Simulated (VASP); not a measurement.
# Br (P6_3/mmc) in VASP: a series of runs

The runs below take Br through single point, relaxation of cell and atoms, with PBE.

All numbers are computed with VASP 6.6.1; they aren't measurements. Logs are shortened: lines on timing, memory, paths and dates and some standing lists are left out, and cuts for length are marked.

**1. The cell of the first run**

It takes space group P6_3/mmc (No. 194, hexagonal). The conventional cell has a = 3.926 Å, b = 3.926 Å, c = 4.296 Å, α = 90.00°, β = 90.00°, γ = 120.00°. Br (site symmetry -6m2) has 12 Br at 3.12 to 3.93 Å within 4.1 Å.

**2. Single point, PBE**

INCAR

```
ALGO = Normal
EDIFF = 1E-7
ENCUT = 520
GGA = PE
ISIF = 2
ISMEAR = -1
LASPH = T
LCHARG = F
LREAL = F
LWAVE = F
NBANDS = 14
NELM = 80
PREC = Accurate
SIGMA = 0.02
```

KPOINTS

```
k-points
0
Gamma
  14 14 8
```

POSCAR

```
Br
1.0
    3.9256129850      0.0000000000      0.0000000000
   -1.9628064925      3.3996805705      0.0000000000
    0.0000000000      0.0000000000      4.2958213283
Br
2
Direct
    0.3333333333      0.6666666667      0.2500000000
    0.6666666667      0.3333333333      0.7500000000
```

Potentials or basis: VASP PAW PBE potentials, release 64 (Br).

Command:

```console
$ cat potpaw_PBE.64/Br/POTCAR > POTCAR
$ mpirun -np 1 vasp_std > vasp.out
```

OUTCAR:

```text
EDIFF = 1E-7
   ENCUT = 520
   GGA = PE
   ISIF = 2
   ISMEAR = -1
   LASPH = T
   LREAL = F
   NELM = 80
   PREC = Accurate

 ion  position               nearest neighbor table
   1  0.333  0.667  0.250-
   2  0.667  0.333  0.750-

  LATTYP: Found a hexagonal cell.
 ALAT       =     3.9256129850
 C/A-ratio  =     1.0943058688

  Lattice vectors:

 A1 = (   3.9256129850,   0.0000000000,   0.0000000000)
 A2 = (  -1.9628064925,   3.3996805705,   0.0000000000)
 A3 = (   0.0000000000,   0.0000000000,   4.2958213283)

Analysis of symmetry for initial positions (statically):
=====================================================================
 Subroutine PRICEL returns:
 Original cell was already a primitive cell.

 Routine SETGRP: Setting up the symmetry group for a
 hexagonal supercell.

 Subroutine GETGRP returns: Found 24 space group operations
 (whereof 12 operations were pure point group operations)
 out of a pool of 24 trial point group operations.

The static configuration has the point symmetry D_3d.
 The point group associated with its full space group is D_6h.

Analysis of symmetry for dynamics (positions and initial velocities):
=====================================================================
 Subroutine PRICEL returns:
 Original cell was already a primitive cell.

 Routine SETGRP: Setting up the symmetry group for a
 hexagonal supercell.

 Subroutine GETGRP returns: Found 24 space group operations
 (whereof 12 operations were pure point group operations)
 out of a pool of 24 trial point group operations.

The dynamic configuration has the point symmetry D_3d.
 The point group associated with its full space group is D_6h.

 Subroutine INISYM returns: Found 24 space group operations
 (whereof 12 operations are pure point group operations),
 and found     1 'primitive' translations

----------------------------------------------------------------------------------------

                                     Primitive cell

  volume of cell :      57.3313

  direct lattice vectors                    reciprocal lattice vectors
     3.925612985  0.000000000  0.000000000     0.254737287  0.147072641  0.000000000
    -1.962806492  3.399680571  0.000000000     0.000000000  0.294145282  0.000000000
     0.000000000  0.000000000  4.295821328     0.000000000  0.000000000  0.232784356

  length of vectors
     3.925612985  3.925612985  4.295821328     0.294145282  0.294145282  0.232784356

  position of ions in fractional coordinates (direct lattice)
     0.333333333  0.666666667  0.250000000
     0.666666667  0.333333333  0.750000000

  ion indices of the primitive-cell ions
   primitive index   ion index
                 1           1
                 2           2

----------------------------------------------------------------------------------------

 KPOINTS: k-points

Automatic generation of k-mesh.
 Grid dimensions read from file:
 generate k-points for:   14   14    8

 Generating k-lattice:

  Cartesian coordinates                     Fractional coordinates (reciprocal lattice)
     0.018195520  0.010505189  0.000000000     0.071428571  0.000000000  0.000000000
     0.000000000  0.021010377  0.000000000     0.000000000  0.071428571  0.000000000
     0.000000000  0.000000000  0.029098044     0.000000000  0.000000000  0.125000000

  Length of vectors
     0.021010377  0.021010377  0.029098044

  Shift w.r.t. Gamma in fractional coordinates (k-lattice)
     0.000000000  0.000000000  0.000000000

 Subroutine IBZKPT returns following result:
 ===========================================

 Found    120 irreducible k-points:

 Following reciprocal coordinates:
            Coordinates               Weight
  0.000000  0.000000  0.000000      1.000000
  0.071429 -0.000000  0.000000      6.000000
  0.142857 -0.000000  0.000000      6.000000
  0.214286  0.000000  0.000000      6.000000
  0.285714 -0.000000  0.000000      6.000000
  0.357143  0.000000  0.000000      6.000000
[... 16 lines left out ...]
  0.285714  0.285714  0.000000      6.000000
  0.357143  0.285714  0.000000      6.000000
 [... further k-points ...]
   k-points           NKPTS =    120   k-points in BZ     NKDIM =    120   number of bands    NBANDS=     14
   number of dos      NEDOS =    301   number of ions     NIONS =      2
   total plane-waves  NPLWV =  28800
   dimension x,y,z NGX =    30 NGY =   30 NGZ =   32
   dimension x,y,z NGXF=    60 NGYF=   60 NGZF=   64
   ions per type =               2
   NGX,Y,Z   is equivalent  to a cutoff of  12.70, 12.70, 12.38 a.u.
   NGXF,Y,Z  is equivalent  to a cutoff of  25.41, 25.41, 24.77 a.u.
 SYSTEM =  unknown system
   PREC   = accura    normal or accurate (medium, high low for compatibility)
   ISTART =      0    job   : 0-new  1-cont  2-samecut
   ICHARG =      2    charge: 1-file 2-atom 10-const
   ISPIN  =      1    spin polarized calculation?
   LNONCOLLINEAR =      F non collinear calculations
   LSORBIT =      F    spin-orbit coupling
   LASPH  =      T    aspherical Exc in radial PAW
   ENCUT  =  520.0 eV  38.22 Ry    6.18 a.u.   7.30  7.30  7.99*2*pi/ulx,y,z
   NELM   =     80;   NELMIN=  2; NELMDL= -5     # of ELM steps
   EDIFF  = 0.1E-06   stopping-criterion for ELM
   LREAL  =      F    real-space projection
   EDIFFG = 0.1E-05   stopping-criterion for IOM
   NSW    =      0    number of steps for IOM
   IBRION =     -1    ionic relax: 0-MD 1-quasi-New 2-CG
   NFREE  =      0    steps in history (QN), initial steepest desc. (CG)
   ISIF   =      2    stress and relaxation
   ISYM   =      2    0-nonsym 1-usesym 2-fastsym
   POTIM  = 0.5000    time-step for ionic-motion
   TEBEG  =    0.0;   TEEND  =   0.0 temperature during run
   PSTRESS=    0.0 pullay stress
   NELECT =      14.0000    total number of electrons
   NUPDOWN=      -1.0000    fix difference up-down
   EMIN   =  10.00;   EMAX   =-10.00  energy-range for DOS
   EFERMI =   0.00;   METHOD = LEGACY
   ISMEAR =    -1;   SIGMA  =   0.02  broadening in eV -4-tet -1-fermi 0-gaus
   EFERMI_NEDOS =   21; number of points for ismear=-14 and -15
   IALGO  =     38    algorithm
   IMIX   =      4    mixing-type and parameters
     AMIX     =   0.40;   BMIX     =  1.00
     AMIX_MAG =   1.60;   BMIX_MAG =  1.00
  volume/ion in A,a.u.               =      28.67       193.45
  Fermi-wavevector in a.u.,A,eV,Ry     =   1.023262  1.933685 14.246190  1.047065
  Thomas-Fermi vector in A             =   2.156986
   LORBIT       =      0    0 simple, 1 ext, 2 COOP (PROOUT), +10 PAW based schemes
   GGA     = PE    functional components
   LHFCALC =     F    Hartree Fock is set to
   AEXX    =    0.0000 exact exchange contribution
   IVDW    =     0    specifies the selected vdW correction
   LEPSILON=     F    determine dielectric tensor
   LRPA    =     F    only Hartree local field effects (RPA)
 non-spin polarized calculation
  energy-cutoff  :      520.00
  volume of cell :       57.33
 maximum number of plane-waves:      1588
 NGX is ok and might be reduce to    30
   NGX = 15   NGY = 15   NGZ = 15

 number of electron      13.9999998 magnetization

 Free energy of the ion-electron system (eV)
  ---------------------------------------------------
  ext. energy  EPLUGINS =         0.00000000
  ---------------------------------------------------
  free energy    TOTEN  =        -2.26973157 eV

  energy without entropy =       -2.26622500  energy(sigma->0) =       -2.26797828

 E-fermi :   1.1794     XC(G=0):  -8.8007

 val. band max:        1.1692114702   @ k =   0.2857   0.0714   0.1250
 cond. band min:       1.1844168700   @ k =   0.3571   0.2143   0.0000
 fundamental gap:      0.0152053998
 Fermi energy:         1.1794354693

 k-point     1 :       0.0000    0.0000    0.0000
  band No.  band energies     occupation
      1     -14.3121      2.00000
      2     -11.9267      2.00000
      3      -2.7514      2.00000
      4      -0.8496      2.00000
      5      -0.8496      2.00000
      6       0.9940      1.99981
      7       0.9940      1.99981
      8       2.0814      0.00000
      9       7.4766      0.00000
     10       7.9092      0.00000
     11      11.6878      0.00000
     12      11.6878      0.00000
     13      13.2646      0.00000
     14      13.2646      0.00000

 k-point     2 :       0.0714   -0.0000    0.0000
  band No.  band energies     occupation
      1     -14.2823      2.00000
      2     -11.9460      2.00000
      3      -2.7094      2.00000
      4      -0.9351      2.00000
      5      -0.9111      2.00000
      6       0.8925      2.00000
      7       1.0377      1.99833
      8       2.0041      0.00000
      9       7.6132      0.00000
     10       8.1280      0.00000
     11      11.3116      0.00000
     12      11.7742      0.00000
     13      13.1229      0.00000
     14      13.2186      0.00000

 k-point     3 :       0.1429   -0.0000    0.0000
  band No.  band energies     occupation
      1     -14.1948      2.00000
      2     -12.0043      2.00000
      3      -2.5853      2.00000
      4      -1.1670      2.00000
      5      -1.0668      2.00000
      6       0.6408      2.00000
      7       1.1424      1.72862
      8       1.7830      0.00000
      9       7.9621      0.00000
     10       8.6918      0.00000
     11      10.7008      0.00000
     12      12.0435      0.00000
     13      12.7947      0.00000
     14      12.9765      0.00000
[... 324 lines left out ...]
 k-point    23 :       0.2857    0.2857    0.0000
  band No.  band energies     occupation
      1     -13.2309      2.00000
      2     -12.7822      2.00000
      3      -2.7718      2.00000
      4      -1.1720      2.00000
      5      -1.0833      2.00000
      6      -0.5589      2.00000
      7      -0.2478      2.00000
      8       1.1320      1.82928
      9       9.4540      0.00000
     10       9.5977      0.00000
     11      10.1476      0.00000
     12      11.5196      0.00000
     13      14.8779      0.00000
     14      15.2792      0.00000

 k-point    24 :       0.3571    0.2857    0.0000
  band No.  band energies     occupation
      1     -13.1014      2.00000
      2     -12.9049      2.00000
      3      -2.8394      2.00000
      4      -1.0246      2.00000
      5      -0.8543      2.00000
      6      -0.7197      2.00000
      7      -0.4902      2.00000
      8       1.1083      1.94440
      9       9.4845      0.00000
     10       9.5491      0.00000
     11      10.6901      0.00000
     12      10.9556      0.00000
     13      15.1963      0.00000
     14      15.5392      0.00000

 [... further k-points ...]

------------------------ aborting loop because EDIFF is reached ----------------------------------------

  FORCE on cell =-STRESS in cart. coord.  units (eV):
  Direction    XX          YY          ZZ          XY          YZ          ZX
  --------------------------------------------------------------------------------------
  -------------------------------------------------------------------------------------
  Total        0.0058458      0.0058458     -0.0026041      0.0000000      0.0000000      0.0000000
  in kB        0.1633660      0.1633660     -0.0727741      0.0000000      0.0000000      0.0000000
  external PRESSURE =       0.0846526 kB  Pullay stress =       0.0000000 kB

 VOLUME and BASIS-vectors are now :
 -----------------------------------------------------------------------------
  energy-cutoff  :      520.00
  volume of cell :       57.33
      direct lattice vectors                 reciprocal lattice vectors
     3.925612985  0.000000000  0.000000000     0.254737287  0.147072641  0.000000000
    -1.962806492  3.399680571  0.000000000     0.000000000  0.294145282  0.000000000
     0.000000000  0.000000000  4.295821328     0.000000000  0.000000000  0.232784356

 POSITION                                       TOTAL-FORCE (eV/Angst)
 -----------------------------------------------------------------------------------
     -0.00000      2.26645      1.07396         0.000000     -0.000000      0.000000
      1.96281      1.13323      3.22187        -0.000000      0.000000     -0.000000
 -----------------------------------------------------------------------------------
    total drift:                               -0.000000      0.000000      0.000000

  FREE ENERGIE OF THE ION-ELECTRON SYSTEM (eV)
  ---------------------------------------------------
  free  energy   TOTEN  =        -2.2697315668 eV

  energy  without entropy=       -2.2662249975  energy(sigma->0) =       -2.26797828
```

Run time: 71 s. Hardware: 1 thread of Intel Xeon 8259CL, shared host; peak memory 0.22 GiB.

Results:

* Free energy: -2.2697 eV
* Pressure: 0.0 GPa
* Band gap on the k mesh: zero (bands 7 and 8 overlap by 1.91 eV)

(Continued in part 2 of 2.)
